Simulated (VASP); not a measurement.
A run of VASP 6.6.1 is set up as follows.

The input INCAR:

```
SYSTEM = Pt
  PREC = Accurate
  ENCUT = 520
  EDIFF = 1E-7
  ISMEAR = 0
  SIGMA = 0.15
  LREAL = .False.
  LASPH = .True.
  NELM = 100
  ALGO = Fast
  ISIF = 2
  LWAVE = .False.
  LCHARG = .False.
  NBANDS = 11
```

KPOINTS

```
Automatic mesh
0
Gamma
  22 22 22
  0 0 0
```

Contents of POSCAR:

```
Pt
1.0
    0.0000000000      1.9660951450      1.9660951450
    1.9660951450      0.0000000000      1.9660951450
    1.9660951450      1.9660951450      0.0000000000
Pt
1
Direct
    0.0000000000      0.0000000000      0.0000000000
```

Potentials or basis: VASP PAW LDA potentials, release 64 (Pt).

The run is started by

```console
$ cat potpaw_LDA.64/Pt/POTCAR > POTCAR
$ mpirun -np 1 vasp_std > vasp.out
```

Problem. Predict the band gap on the k mesh.

Solution. Zero (bands 5 and 6 overlap by 2.20 eV).

Problem. Predict the pressure.

Solution. -7.6 GPa.

Caveat: the cell stands under tension; spin-orbit coupling is left out, which moves the levels of the heavy elements.
